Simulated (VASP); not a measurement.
Runs of VASP 6.6.1 on MnSi. It takes space group P2_13 (No. 198, cubic). The conventional cell has a = 4.548 Å, b = 4.548 Å, c = 4.548 Å, α = 90.00°, β = 90.00°, γ = 90.00°. Within 3.0 Å of Mn (site symmetry 3) lie 7 Si at 2.30 to 2.53 Å and 6 Mn at 2.79 Å. Si (site symmetry 3) has 7 Mn at 2.30 to 2.53 Å and 6 Si at 2.81 Å within 3.0 Å. 

| spin | fixed moment (μB) | pressure (GPa) | moment (μB) | largest force (eV/Å) |
| --- | --- | --- | --- | --- |
| collinear, ferromagnetic start | 5.4 | -1.6 | 5.40 | 0.10 |
| collinear, ferromagnetic start | 2.7 | -5.8 | 2.70 | 0.22 |
| collinear, zero start | 0.0 | -6.8 | 0.00 | 0.19 |
| collinear, ferromagnetic start | 8.1 | (a) | 8.10 | 0.27 |
| collinear, ferromagnetic start | - | (b) | 3.87 | 0.22 |

Alike in all rows: task single point; level PBE; potentials or basis VASP PAW PBE potentials, release 64 (Mn_pv, Si); cell as given; k mesh 5 × 5 × 5; cutoff (eV) 520; smearing fermi-dirac 0.1 eV.

Estimate the missing entries.

(a) 5.1; (b) -4.4.

Caveats: the total moment is fixed, so each spin has its own Fermi level and the state may be an excited one (at least some runs); the cell stands under tension (at least some runs); the total moment is fixed, so each spin has its own Fermi level (at least some runs); the cell stands under pressure (at least some runs).
